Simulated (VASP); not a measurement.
# HC4 in VASP: a series of runs

HC4 is run at these levels: PBE+D3(BJ); tasks: single point.

Everything below comes from runs of VASP 6.6.1. Logs are shortened: lines on timing, memory, paths and dates and some standing lists are left out, and cuts for length are marked.

## 1. The cell of the first run

The cell holds a slab with vacuum, 10 atoms: a = 4.931 Å, b = 4.931 Å, c = 18.000 Å, α = 90.00°, β = 90.00°, γ = 120.00°.

## 2. Single point, PBE+D3(BJ)

Contents of INCAR:

```
ALGO = Normal
DIPOL = 0.5 0.5 0.234
EDIFF = 1E-6
ENCUT = 520
GGA = PE
IDIPOL = 3
ISIF = 2
ISMEAR = 0
IVDW = 12
LASPH = T
LCHARG = F
LDIPOL = T
LREAL = F
LWAVE = F
NBANDS = 28
NELM = 80
PREC = Accurate
SIGMA = 0.1
```

Contents of KPOINTS:

```
k-points
0
Gamma
  6 6 1
```

Contents of POSCAR:

```
HC4
1.0
    4.9314011428      0.0000000001      0.0000000000
   -2.4657005715      4.2707186659      0.0000000000
    0.0000000000      0.0000000000     18.0000000000
C H
8 2
Direct
    0.1666666667      0.3333333333      0.2222222222
    0.1666666667      0.8333333333      0.2222222222
    0.6666666667      0.3333333333      0.2222222222
    0.6666666667      0.8333333333      0.2222222222
    0.3333333333      0.1666666667      0.2222222222
    0.3333333333      0.6666666667      0.2222222222
    0.8333333333      0.1666666667      0.2222222222
    0.8333333333      0.6666666667      0.2222222222
    0.0984195556      0.0984211684      0.2827777778
    0.4015804444      0.4015788316      0.2827777778
```

Potentials or basis: VASP PAW PBE potentials, release 64 (C, H).

On the command line:

```console
$ cat potpaw_PBE.64/C/POTCAR potpaw_PBE.64/H/POTCAR > POTCAR
$ mpirun -np 1 vasp_std > vasp.out
```

OUTCAR:

```text
EDIFF = 1E-6
   ENCUT = 520
   GGA = PE
   ISIF = 2
   ISMEAR = 0
   IVDW = 12
   LASPH = T
   LREAL = F
   NELM = 80
   PREC = Accurate
 IVDW          = 12

 ion  position               nearest neighbor table
   1  0.167  0.333  0.222-   5 1.42   7 1.42   6 1.42
   2  0.167  0.833  0.222-   6 1.42   8 1.42   5 1.42
   3  0.667  0.333  0.222-   7 1.42   5 1.42   8 1.42
   4  0.667  0.833  0.222-   8 1.42   6 1.42   7 1.42
   5  0.333  0.167  0.222-   1 1.42   3 1.42   2 1.42
   6  0.333  0.667  0.222-   2 1.42   4 1.42   1 1.42
   7  0.833  0.167  0.222-   3 1.42   1 1.42   4 1.42
   8  0.833  0.667  0.222-   4 1.42   2 1.42   3 1.42
   9  0.098  0.098  0.283-
  10  0.402  0.402  0.283-

  LATTYP: Found a hexagonal cell.
 ALAT       =     4.9314011428
 C/A-ratio  =     3.6500782392

  Lattice vectors:

 A1 = (   4.9314011428,   0.0000000001,   0.0000000000)
 A2 = (  -2.4657005715,   4.2707186659,   0.0000000000)
 A3 = (   0.0000000000,   0.0000000000,  18.0000000000)

Analysis of symmetry for initial positions (statically):
=====================================================================
 Subroutine PRICEL returns:
 Original cell was already a primitive cell.

 Routine SETGRP: Setting up the symmetry group for a
 hexagonal supercell.

 Subroutine GETGRP returns: Found  4 space group operations
 (whereof  2 operations were pure point group operations)
 out of a pool of 24 trial point group operations.

The static configuration has the point symmetry C_1h.
 The point group associated with its full space group is C_2v.

Analysis of symmetry for dynamics (positions and initial velocities):
=====================================================================
 Subroutine PRICEL returns:
 Original cell was already a primitive cell.

 Routine SETGRP: Setting up the symmetry group for a
 hexagonal supercell.

 Subroutine GETGRP returns: Found  4 space group operations
 (whereof  2 operations were pure point group operations)
 out of a pool of 24 trial point group operations.

The dynamic configuration has the point symmetry C_1h.
 The point group associated with its full space group is C_2v.

 Subroutine INISYM returns: Found  4 space group operations
 (whereof  2 operations are pure point group operations),
 and found     1 'primitive' translations

----------------------------------------------------------------------------------------

                                     Primitive cell

  volume of cell :     379.0913

  direct lattice vectors                    reciprocal lattice vectors
     4.931401143  0.000000000  0.000000000     0.202782124  0.117076314  0.000000000
    -2.465700572  4.270718666  0.000000000    -0.000000000  0.234152628  0.000000000
     0.000000000  0.000000000 18.000000000     0.000000000  0.000000000  0.055555556

  length of vectors
     4.931401143  4.931401143 18.000000000     0.234152628  0.234152628  0.055555556

  position of ions in fractional coordinates (direct lattice)
     0.166666667  0.333333333  0.222222222
     0.166666667  0.833333333  0.222222222
     0.666666667  0.333333333  0.222222222
     0.666666667  0.833333333  0.222222222
     0.333333333  0.166666667  0.222222222
     0.333333333  0.666666667  0.222222222
     0.833333333  0.166666667  0.222222222
     0.833333333  0.666666667  0.222222222
     0.098419556  0.098421168  0.282777778
     0.401580444  0.401578832  0.282777778

  ion indices of the primitive-cell ions
   primitive index   ion index
                 1           1
                 2           2
                 3           3
                 4           4
                 5           5
                 6           6
                 7           7
                 8           8
                 9           9
                10          10

----------------------------------------------------------------------------------------

 KPOINTS: k-points

Automatic generation of k-mesh.
 Grid dimensions read from file:
 generate k-points for:    6    6    1

 Generating k-lattice:

  Cartesian coordinates                     Fractional coordinates (reciprocal lattice)
     0.033797021  0.019512719  0.000000000     0.166666667  0.000000000  0.000000000
    -0.000000000  0.039025438  0.000000000     0.000000000  0.166666667  0.000000000
     0.000000000  0.000000000  0.055555556     0.000000000  0.000000000  1.000000000

  Length of vectors
     0.039025438  0.039025438  0.055555556

  Shift w.r.t. Gamma in fractional coordinates (k-lattice)
     0.000000000  0.000000000  0.000000000

 Subroutine IBZKPT returns following result:
 ===========================================

 Found     13 irreducible k-points:

 Following reciprocal coordinates:
            Coordinates               Weight
  0.000000  0.000000  0.000000      1.000000
  0.166667  0.000000  0.000000      4.000000
 -0.166667  0.166667  0.000000      2.000000
  0.333333  0.000000  0.000000      4.000000
 -0.333333  0.333333  0.000000      2.000000
  0.500000  0.000000  0.000000      2.000000
  0.500000  0.500000  0.000000      1.000000
  0.166667  0.166667  0.000000      2.000000
 -0.166667  0.333333  0.000000      4.000000
  0.333333  0.166667  0.000000      4.000000
 -0.166667  0.500000  0.000000      4.000000
  0.500000  0.333333  0.000000      4.000000
  0.333333  0.333333  0.000000      2.000000
   k-points           NKPTS =     13   k-points in BZ     NKDIM =     13   number of bands    NBANDS=     28
   number of dos      NEDOS =    301   number of ions     NIONS =     10
   total plane-waves  NPLWV = 224000
   dimension x,y,z NGX =    40 NGY =   40 NGZ =  140
   dimension x,y,z NGXF=    80 NGYF=   80 NGZF=  280
   ions per type =               8   2
   NGX,Y,Z   is equivalent  to a cutoff of  13.48, 13.48, 12.93 a.u.
   NGXF,Y,Z  is equivalent  to a cutoff of  26.97, 26.97, 25.86 a.u.
 SYSTEM =  unknown system
   PREC   = accura    normal or accurate (medium, high low for compatibility)
   ISTART =      0    job   : 0-new  1-cont  2-samecut
   ICHARG =      2    charge: 1-file 2-atom 10-const
   ISPIN  =      1    spin polarized calculation?
   LNONCOLLINEAR =      F non collinear calculations
   LSORBIT =      F    spin-orbit coupling
   LASPH  =      T    aspherical Exc in radial PAW
   ENCUT  =  520.0 eV  38.22 Ry    6.18 a.u.   9.17  9.17 33.47*2*pi/ulx,y,z
   NELM   =     80;   NELMIN=  2; NELMDL= -5     # of ELM steps
   EDIFF  = 0.1E-05   stopping-criterion for ELM
   LREAL  =      F    real-space projection
   EDIFFG = 0.1E-04   stopping-criterion for IOM
   NSW    =      0    number of steps for IOM
   IBRION =     -1    ionic relax: 0-MD 1-quasi-New 2-CG
   NFREE  =      0    steps in history (QN), initial steepest desc. (CG)
   ISIF   =      2    stress and relaxation
   ISYM   =      2    0-nonsym 1-usesym 2-fastsym
   POTIM  = 0.5000    time-step for ionic-motion
   TEBEG  =    0.0;   TEEND  =   0.0 temperature during run
   PSTRESS=    0.0 pullay stress
   NELECT =      34.0000    total number of electrons
   NUPDOWN=      -1.0000    fix difference up-down
   EMIN   =  10.00;   EMAX   =-10.00  energy-range for DOS
   EFERMI =   0.00;   METHOD = LEGACY
   ISMEAR =     0;   SIGMA  =   0.10  broadening in eV -4-tet -1-fermi 0-gaus
   EFERMI_NEDOS =   21; number of points for ismear=-14 and -15
   IALGO  =     38    algorithm
   IMIX   =      4    mixing-type and parameters
     AMIX     =   0.40;   BMIX     =  1.00
     AMIX_MAG =   1.60;   BMIX_MAG =  1.00
  volume/ion in A,a.u.               =      37.91       255.82
  Fermi-wavevector in a.u.,A,eV,Ry     =   0.732802  1.384795  7.306308  0.536999
  Thomas-Fermi vector in A             =   1.825354
   LORBIT       =      0    0 simple, 1 ext, 2 COOP (PROOUT), +10 PAW based schemes
   GGA     = PE    functional components
   LHFCALC =     F    Hartree Fock is set to
   AEXX    =    0.0000 exact exchange contribution
   IVDW    =    12    specifies the selected vdW correction
   LEPSILON=     F    determine dielectric tensor
   LRPA    =     F    only Hartree local field effects (RPA)
 non-spin polarized calculation
 Gauss-broadening in eV      SIGMA  =   0.10
  energy-cutoff  :      520.00
  volume of cell :      379.09
 maximum number of plane-waves:     10258
 NGX is ok and might be reduce to    40
   NGX = 19   NGY = 19   NGZ = 67

 dipolmoment           0.000000      0.000000      0.000009 electrons x Angstroem

 number of electron      33.9999997 magnetization

 dipolmoment           0.000000      0.000000     -0.052515 electrons x Angstroem

 Free energy of the ion-electron system (eV)
  ---------------------------------------------------
  ext. energy  EPLUGINS =         0.00000000
  ---------------------------------------------------
  free energy    TOTEN  =       -73.64594299 eV

  energy without entropy =      -73.63925660  energy(sigma->0) =      -73.64259980

 E-fermi :  -1.7899     XC(G=0):  -2.6597

 val. band max:       -1.7915998199   @ k =   0.5000   0.3333   0.0000
 cond. band min:      -1.4025782665   @ k =  -0.3333   0.3333   0.0000
 fundamental gap:      0.3890215534
 Fermi energy:        -1.7899104356

 k-point     1 :       0.0000    0.0000    0.0000
  band No.  band energies     occupation
      1     -22.8144      2.00000
      2     -18.0341      2.00000
      3     -17.1385      2.00000
      4     -16.7935      2.00000
      5     -16.6151      2.00000
      6     -16.0912      2.00000
[... 20 lines left out ...]
     27       4.3682      0.00000
     28       4.7541      0.00000

 k-point     2 :       0.1667    0.0000    0.0000
  band No.  band energies     occupation
      1     -22.6655      2.00000
      2     -18.8593      2.00000
      3     -17.5414      2.00000
      4     -17.5009      2.00000
      5     -15.8744      2.00000
      6     -15.4200      2.00000
[... 20 lines left out ...]
     27       4.6958      0.00000
     28       5.0797      0.00000

 k-point     3 :      -0.1667    0.1667    0.0000
  band No.  band energies     occupation
      1     -22.6678      2.00000
      2     -18.8176      2.00000
      3     -17.6418      2.00000
      4     -17.4994      2.00000
      5     -15.6277      2.00000
      6     -15.5578      2.00000
[... 20 lines left out ...]
     27       4.5921      0.00000
     28       5.1186      0.00000

 k-point     4 :       0.3333    0.0000    0.0000
  band No.  band energies     occupation
      1     -22.2484      2.00000
      2     -20.0398      2.00000
      3     -18.0834      2.00000
      4     -17.9175      2.00000
      5     -14.6418      2.00000
      6     -14.2462      2.00000
[... 237 lines left out ...]
     27       4.6596      0.00000
     28       4.8389      0.00000

 k-point    12 :       0.5000    0.3333    0.0000
  band No.  band energies     occupation
      1     -21.9348      2.00000
      2     -20.3430      2.00000
      3     -19.3508      2.00000
      4     -16.7846      2.00000
      5     -14.8181      2.00000
      6     -12.9835      2.00000
[... 20 lines left out ...]
     27       4.7217      0.00000
     28       4.8462      0.00000

 k-point    13 :       0.3333    0.3333    0.0000
  band No.  band energies     occupation
      1     -21.6954      2.00000
      2     -20.2390      2.00000
      3     -20.1533      2.00000
      4     -15.6119      2.00000
      5     -15.3747      2.00000
      6     -13.8324      2.00000
[... 20 lines left out ...]
     27       4.1731      0.00000
     28       4.2625      0.00000

------------------------ aborting loop because EDIFF is reached ----------------------------------------

 vacuum level on the upper side and lower side of the slab       (xc-potential included)        -0.313         0.123

 Edisp (eV)   -0.81763

 E8    (eV) :    -0.2456

  FORCE on cell =-STRESS in cart. coord.  units (eV):
  Direction    XX          YY          ZZ          XY          YZ          ZX
  --------------------------------------------------------------------------------------
  -------------------------------------------------------------------------------------
  Total       6.44133     5.40718     3.07232    -0.89560     0.00000     0.00000
  in kB      27.22341    22.85271    12.98472    -3.78514     0.00000     0.00000
  external pressure =       21.02 kB  Pullay stress =        0.00 kB

 VOLUME and BASIS-vectors are now :
 -----------------------------------------------------------------------------
  energy-cutoff  :      520.00
  volume of cell :      379.09
      direct lattice vectors                 reciprocal lattice vectors
     4.931401143  0.000000000  0.000000000     0.202782124  0.117076314  0.000000000
    -2.465700572  4.270718666  0.000000000    -0.000000000  0.234152628  0.000000000
     0.000000000  0.000000000 18.000000000     0.000000000  0.000000000  0.055555556

 POSITION                                       TOTAL-FORCE (eV/Angst)
 -----------------------------------------------------------------------------------
      0.00000      1.42357      4.00000        -1.927632      1.112919     -0.600733
     -1.23285      3.55893      4.00000        -0.054338     -0.990627     -0.353490
      2.46570      1.42357      4.00000         0.830739      0.542372     -0.353490
      1.23285      3.55893      4.00000         0.197999     -0.114315     -0.133828
      1.23285      0.71179      4.00000         1.927632     -1.112919     -0.600733
     -0.00000      2.84715      4.00000         0.054338      0.990627     -0.353490
      3.69855      0.71179      4.00000        -0.830739     -0.542372     -0.353490
      2.46570      2.84715      4.00000        -0.197999      0.114315     -0.133828
      0.24267      0.42033      5.09000        -0.074853     -0.129649      1.441541
      0.99018      1.71503      5.09000         0.074853      0.129649      1.441541
 -----------------------------------------------------------------------------------
    total drift:                               -0.003065      0.005407      0.000571

  FREE ENERGIE OF THE ION-ELECTRON SYSTEM (eV)
  ---------------------------------------------------
  free  energy   TOTEN  =       -74.4635720145 eV

  energy  without entropy=      -74.4568856208  energy(sigma->0) =      -74.46022882

 vacuum level on the upper side and lower side of the slab         1.509         1.957
```

It took 7.2 min on 1 thread of Intel Xeon 6975P-C (Granite Rapids), shared host; peak memory 0.53 GiB.

What came out:

| Item | Value |
| --- | --- |
| Free energy | -74.4636 eV |
| Largest force | 2.305 eV/Å |
| Band gap on the k mesh | zero (bands 17 and 18 overlap by 1.75 eV) |
| Dispersion energy per atom | -0.082 eV |

Forces in eV/Å, atoms in the order of the input:
```
C   -1.928  1.113 -0.601
C   -0.054 -0.991 -0.353
C    0.831  0.542 -0.353
C    0.198 -0.114 -0.134
C    1.928 -1.113 -0.601
C    0.054  0.991 -0.353
C   -0.831 -0.542 -0.353
C   -0.198  0.114 -0.134
H   -0.075 -0.130  1.442
H    0.075  0.130  1.442
```

Levels at points of the mesh, in eV from the Fermi level:
```tsv
k point	band 13	band 14	band 15	band 16	band 17	band 18	band 19	band 20	band 21	band 22
(0.00, 0.00, 0.00)	-3.96	-3.92	-3.53	-3.06	-1.76	-0.80	0.56	1.42	3.22	3.50
(0.50, 0.00, 0.00)	-6.36	-5.70	-4.16	-3.97	0.58	0.83	2.07	2.14	4.51	5.11
(0.50, 0.50, 0.00)	-6.26	-5.90	-4.32	-4.02	0.94	1.50	1.82	1.93	4.21	5.05
```

[end of part 1 of 2]

The gap in the log of VASP goes by the Fermi energy; the results here count the filled bands.